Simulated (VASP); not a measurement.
# BeS (F-43m) in VASP: further runs

Aim: see how the results for BeS move with the level of theory and the settings. Levels: BLYP, PBE, LDA. Tasks: single point.

Everything below comes from runs of VASP 6.6.1. Logs are shortened: lines on timing, memory, paths and dates and some standing lists are left out, and cuts for length are marked.

## (1) The cell of the first run

Symmetry: F-43m, No. 216, cubic system. The conventional cell has a = 4.850 Å, b = 4.850 Å, c = 4.850 Å, α = 90.00°, β = 90.00°, γ = 90.00°. Within 2.8 Å of S (site symmetry -43m) lie 4 Be at 2.10 Å. Be (site symmetry -43m) has 4 S at 2.10 Å within 2.8 Å.

## (2) Single point, BLYP

INCAR

```
SYSTEM = BeS
PREC = Accurate
ENCUT = 520
EDIFF = 1E-6
ISMEAR = -1
SIGMA = 0.05
LREAL = .False.
LASPH = .True.
NELM = 100
ALGO = Normal
ISIF = 2
LWAVE = .False.
LCHARG = .False.
GGA = B5
ALDAX = 1.0
AGGAX = 1.0
AGGAC = 1.0
ALDAC = 0.0
NBANDS = 11
```

KPOINTS

```
Automatic mesh
0
Gamma
  9 9 9
  0 0 0
```

POSCAR

```
BeS
1.0
    0.0000000000      2.4250000000      2.4250000000
    2.4250000000      0.0000000000      2.4250000000
    2.4250000000      2.4250000000      0.0000000000
S Be
1 1
Direct
    0.7500000000      0.7500000000      0.7500000000
    0.0000000000      0.0000000000      0.0000000000
```

Potentials or basis: VASP PAW PBE potentials, release 64 (S, Be).

On the command line:

```bash
$ cat potpaw_PBE.64/S/POTCAR potpaw_PBE.64/Be/POTCAR > POTCAR
$ mpirun -np 1 vasp_std > vasp.out
```

OUTCAR:

```text
SYSTEM = BeS
   PREC = Accurate
   ENCUT = 520
   EDIFF = 1E-6
   ISMEAR = -1
   LREAL = .False.
   LASPH = .True.
   NELM = 100
   ISIF = 2
   GGA = B5

 ion  position               nearest neighbor table
   1  0.750  0.750  0.750-   2 2.10   2 2.10   2 2.10   2 2.10
   2  0.000  0.000  0.000-   1 2.10   1 2.10   1 2.10   1 2.10

  LATTYP: Found a face centered cubic cell.
 ALAT       =     4.8500000000

  Lattice vectors:

 A1 = (   0.0000000000,   2.4250000000,   2.4250000000)
 A2 = (   2.4250000000,   0.0000000000,   2.4250000000)
 A3 = (   2.4250000000,   2.4250000000,   0.0000000000)

Analysis of symmetry for initial positions (statically):
=====================================================================
 Subroutine PRICEL returns:
 Original cell was already a primitive cell.

 Routine SETGRP: Setting up the symmetry group for a
 face centered cubic supercell.

 Subroutine GETGRP returns: Found 24 space group operations
 (whereof 24 operations were pure point group operations)
 out of a pool of 48 trial point group operations.

The static configuration has the point symmetry T_d .

Analysis of symmetry for dynamics (positions and initial velocities):
=====================================================================
 Subroutine PRICEL returns:
 Original cell was already a primitive cell.

 Routine SETGRP: Setting up the symmetry group for a
 face centered cubic supercell.

 Subroutine GETGRP returns: Found 24 space group operations
 (whereof 24 operations were pure point group operations)
 out of a pool of 48 trial point group operations.

The dynamic configuration has the point symmetry T_d .

 Subroutine INISYM returns: Found 24 space group operations
 (whereof 24 operations are pure point group operations),
 and found     1 'primitive' translations

----------------------------------------------------------------------------------------

                                     Primitive cell

  volume of cell :      28.5210

  direct lattice vectors                    reciprocal lattice vectors
     0.000000000  2.425000000  2.425000000    -0.206185567  0.206185567  0.206185567
     2.425000000  0.000000000  2.425000000     0.206185567 -0.206185567  0.206185567
     2.425000000  2.425000000  0.000000000     0.206185567  0.206185567 -0.206185567

  length of vectors
     3.429467889  3.429467889  3.429467889     0.357123878  0.357123878  0.357123878

  position of ions in fractional coordinates (direct lattice)
     0.750000000  0.750000000  0.750000000
[... 80 lines left out ...]
   EDIFFG = 0.1E-04   stopping-criterion for IOM
   NSW    =      0    number of steps for IOM
   IBRION =     -1    ionic relax: 0-MD 1-quasi-New 2-CG
   NFREE  =      0    steps in history (QN), initial steepest desc. (CG)
   ISIF   =      2    stress and relaxation
   ISYM   =      2    0-nonsym 1-usesym 2-fastsym
   POTIM  = 0.5000    time-step for ionic-motion
   TEBEG  =    0.0;   TEEND  =   0.0 temperature during run
   PSTRESS=    0.0 pullay stress
   NELECT =       8.0000    total number of electrons
   NUPDOWN=      -1.0000    fix difference up-down
   EMIN   =  10.00;   EMAX   =-10.00  energy-range for DOS
   EFERMI =   0.00;   METHOD = LEGACY
   ISMEAR =    -1;   SIGMA  =   0.05  broadening in eV -4-tet -1-fermi 0-gaus
   EFERMI_NEDOS =   21; number of points for ismear=-14 and -15
   IALGO  =     38    algorithm
   IMIX   =      4    mixing-type and parameters
     AMIX     =   0.40;   BMIX     =  1.00
     AMIX_MAG =   1.60;   BMIX_MAG =  1.00
  volume/ion in A,a.u.               =      14.26        96.23
  Fermi-wavevector in a.u.,A,eV,Ry     =   1.071642  2.025110 15.625158  1.148417
  Thomas-Fermi vector in A             =   2.207388
   LORBIT       =      0    0 simple, 1 ext, 2 COOP (PROOUT), +10 PAW based schemes
   GGA     = B5    functional components
   LHFCALC =     F    Hartree Fock is set to
   AEXX    =    0.0000 exact exchange contribution
   IVDW    =     0    specifies the selected vdW correction
   LEPSILON=     F    determine dielectric tensor
   LRPA    =     F    only Hartree local field effects (RPA)
 non-spin polarized calculation
  energy-cutoff  :      520.00
  volume of cell :       28.52
 maximum number of plane-waves:       779
 NGX is ok and might be reduce to    28
   NGX = 13   NGY = 13   NGZ = 13

 number of electron       7.9999999 magnetization

 Free energy of the ion-electron system (eV)
  ---------------------------------------------------
  ext. energy  EPLUGINS =         0.00000000
  ---------------------------------------------------
  free energy    TOTEN  =        -9.18001459 eV

  energy without entropy =       -9.18001459  energy(sigma->0) =       -9.18001459

 E-fermi :   5.5771     XC(G=0):  -9.1131

 val. band max:        4.5341787180   @ k =   0.0000   0.0000   0.0000
 cond. band min:       8.0267659006   @ k =   0.4444   0.4444   0.0000
 fundamental gap:      3.4925871826
 Fermi energy:         5.5771150289

 k-point     1 :       0.0000    0.0000    0.0000
  band No.  band energies     occupation
      1      -9.0690      2.00000
      2       4.5342      2.00000
      3       4.5342      2.00000
      4       4.5342      2.00000
      5      10.3267      0.00000
      6      10.3267      0.00000
      7      10.3267      0.00000
      8      10.6786      0.00000
      9      17.4854      0.00000
     10      17.4854      0.00000
     11      19.6442      0.00000
[... 309 lines left out ...]
 k-point    24 :       0.4444    0.4444    0.0000
  band No.  band energies     occupation
      1      -7.0587      2.00000
      2      -0.2309      2.00000
      3       2.0031      2.00000
      4       2.0031      2.00000
      5       8.0268      0.00000
      6       9.7220      0.00000
      7      16.9519      0.00000
      8      16.9519      0.00000
      9      19.8078      0.00000
     10      20.7899      0.00000
     11      22.0277      0.00000

 [... further k-points ...]
[... 5 lines left out ...]
  --------------------------------------------------------------------------------------
  -------------------------------------------------------------------------------------
  Total        0.7747514      0.7747514      0.7747514      0.0000000      0.0000000      0.0000000
  in kB       43.5218886     43.5218886     43.5218886      0.0000000      0.0000000      0.0000000
  external PRESSURE =      43.5218886 kB  Pullay stress =       0.0000000 kB

 VOLUME and BASIS-vectors are now :
 -----------------------------------------------------------------------------
  energy-cutoff  :      520.00
  volume of cell :       28.52
      direct lattice vectors                 reciprocal lattice vectors
     0.000000000  2.425000000  2.425000000    -0.206185567  0.206185567  0.206185567
     2.425000000  0.000000000  2.425000000     0.206185567 -0.206185567  0.206185567
     2.425000000  2.425000000  0.000000000     0.206185567  0.206185567 -0.206185567

 POSITION                                       TOTAL-FORCE (eV/Angst)
 -----------------------------------------------------------------------------------
      3.63750      3.63750      3.63750        -0.000000     -0.000000     -0.000000
      0.00000      0.00000      0.00000         0.000000      0.000000      0.000000
 -----------------------------------------------------------------------------------
    total drift:                                0.000000      0.000000      0.000000

  FREE ENERGIE OF THE ION-ELECTRON SYSTEM (eV)
  ---------------------------------------------------
  free  energy   TOTEN  =        -9.1800145902 eV

  energy  without entropy=       -9.1800145902  energy(sigma->0) =       -9.18001459
```

Wall time 25 s (1 thread of Intel Xeon 6975P-C, shared host); peak memory 0.15 GiB.

What came out:

```yaml
Free_energy: -9.1800 eV
Pressure: 4.4 GPa
Band_gap_on_the_k_mesh: 3.49 eV, indirect (least direct gap 5.79 eV)
```

Caveat: the PAW data sets were made with another functional, which shifts forces and pressure a little. A k mesh can miss the band edges.

## (3) Single point, PBE

INCAR

```
SYSTEM = BeS
PREC = Accurate ; ENCUT = 520
EDIFF = 1E-6 ; ISMEAR = 0
SIGMA = 0.014 ; LREAL = .False.
LASPH = .True. ; NELM = 60
ALGO = Normal ; ISIF = 2
LWAVE = .False. ; LCHARG = .False.
GGA = PE ; NBANDS = 11
```

KPOINTS

```
regular mesh
0
Gamma
  9 9 9
  0 0 0
```

POSCAR is that of step 2.

Potentials or basis: VASP PAW PBE potentials, release 64 (S, Be).

On the command line:

```bash
$ cat potpaw_PBE.64/S/POTCAR potpaw_PBE.64/Be/POTCAR > POTCAR
$ mpirun -np 1 vasp_std > vasp.out
```

OUTCAR:

```text
SYSTEM = BeS
   PREC = Accurate
   ENCUT = 520
   EDIFF = 1E-6
   ISMEAR = 0
   LREAL = .False.
   LASPH = .True.
   NELM = 60
   ISIF = 2
   GGA = PE

 ion  position               nearest neighbor table
   1  0.750  0.750  0.750-   2 2.10   2 2.10   2 2.10   2 2.10
   2  0.000  0.000  0.000-   1 2.10   1 2.10   1 2.10   1 2.10

  LATTYP: Found a face centered cubic cell.
 ALAT       =     4.8500000000

  Lattice vectors:

 A1 = (   0.0000000000,   2.4250000000,   2.4250000000)
 A2 = (   2.4250000000,   0.0000000000,   2.4250000000)
 A3 = (   2.4250000000,   2.4250000000,   0.0000000000)
[... 513 lines left out ...]
      7      16.5306      0.00000
      8      16.5306      0.00000
      9      19.3033      0.00000
     10      20.3475      0.00000
     11      21.5805      0.00000

 [... further k-points ...]
[... 5 lines left out ...]
  --------------------------------------------------------------------------------------
  -------------------------------------------------------------------------------------
  Total        0.2770725      0.2770725      0.2770725      0.0000000      0.0000000     -0.0000000
  in kB       15.5646314     15.5646314     15.5646314      0.0000000      0.0000000     -0.0000000
  external PRESSURE =      15.5646314 kB  Pullay stress =       0.0000000 kB

 VOLUME and BASIS-vectors are now :
 -----------------------------------------------------------------------------
  energy-cutoff  :      520.00
  volume of cell :       28.52
      direct lattice vectors                 reciprocal lattice vectors
     0.000000000  2.425000000  2.425000000    -0.206185567  0.206185567  0.206185567
     2.425000000  0.000000000  2.425000000     0.206185567 -0.206185567  0.206185567
     2.425000000  2.425000000  0.000000000     0.206185567  0.206185567 -0.206185567

 POSITION                                       TOTAL-FORCE (eV/Angst)
 -----------------------------------------------------------------------------------
      3.63750      3.63750      3.63750         0.000000      0.000000      0.000000
      0.00000      0.00000      0.00000        -0.000000     -0.000000     -0.000000
 -----------------------------------------------------------------------------------
    total drift:                               -0.000000     -0.000000     -0.000000

  FREE ENERGIE OF THE ION-ELECTRON SYSTEM (eV)
  ---------------------------------------------------
  free  energy   TOTEN  =       -10.0111370303 eV

  energy  without entropy=      -10.0111370303  energy(sigma->0) =      -10.01113703
```

OSZICAR:

```text
N       E                     dE             d eps       ncg     rms          rms(c)
DAV:   1     0.198934341618E+02    0.19893E+02   -0.37591E+03   770   0.617E+02
DAV:   2    -0.892443050426E+01   -0.28818E+02   -0.27540E+02   986   0.115E+02
DAV:   3    -0.101777831709E+02   -0.12534E+01   -0.12509E+01   995   0.237E+01
DAV:   4    -0.101860141805E+02   -0.82310E-02   -0.82295E-02   932   0.225E+00
DAV:   5    -0.101860787135E+02   -0.64533E-04   -0.64532E-04  1028   0.195E-01    0.567E+00
DAV:   6    -0.100507256339E+02    0.13535E+00   -0.11661E-01   878   0.164E+00    0.386E+00
DAV:   7    -0.100097967976E+02    0.40929E-01   -0.11865E-01   939   0.181E+00    0.994E-01
DAV:   8    -0.100110005833E+02   -0.12038E-02   -0.65438E-03  1001   0.417E-01    0.146E-01
DAV:   9    -0.100110912591E+02   -0.90676E-04   -0.49811E-04   945   0.141E-01    0.286E-02
DAV:  10    -0.100111314700E+02   -0.40211E-04   -0.71872E-05   911   0.474E-02    0.990E-03
DAV:  11    -0.100111367661E+02   -0.52961E-05   -0.16459E-05   924   0.212E-02    0.862E-03
DAV:  12    -0.100111370303E+02   -0.26424E-06   -0.39912E-07   730   0.455E-03
   1 F= -.10011137E+02 E0= -.10011137E+02  d E =-.580100E-54
```

stdout:

```text
POSCAR found type information on POSCAR S Be
 POSCAR found :  2 types and       2 ions
 scaLAPACK will be used
 LDA part: xc-table for (Slater+PW92), standard interpolation
 POSCAR, INCAR and KPOINTS ok, starting setup
 FFT: planning ... GRIDC
 FFT: planning ... GRID_SOFT
 FFT: planning ... GRID
 WAVECAR not read
 entering main loop
```

Run time: 18 s. Hardware: 1 thread of Intel Xeon 6975P-C, shared host; peak memory 0.15 GiB.

What came out:

```yaml
Free_energy: -10.0111 eV
Pressure: 1.6 GPa
Band_gap_on_the_k_mesh: 3.20 eV, indirect (least direct gap 5.67 eV)
```

Levels at points of the mesh, in eV from the valence-band top:
```tsv
k point	band 1	band 2	band 3	band 4	band 5	band 6	band 7	band 8
(0.00, 0.00, 0.00)	-13.69	0.00	0.00	0.00	5.67	5.67	5.67	5.89
```

(Continued in part 2 of 2.)
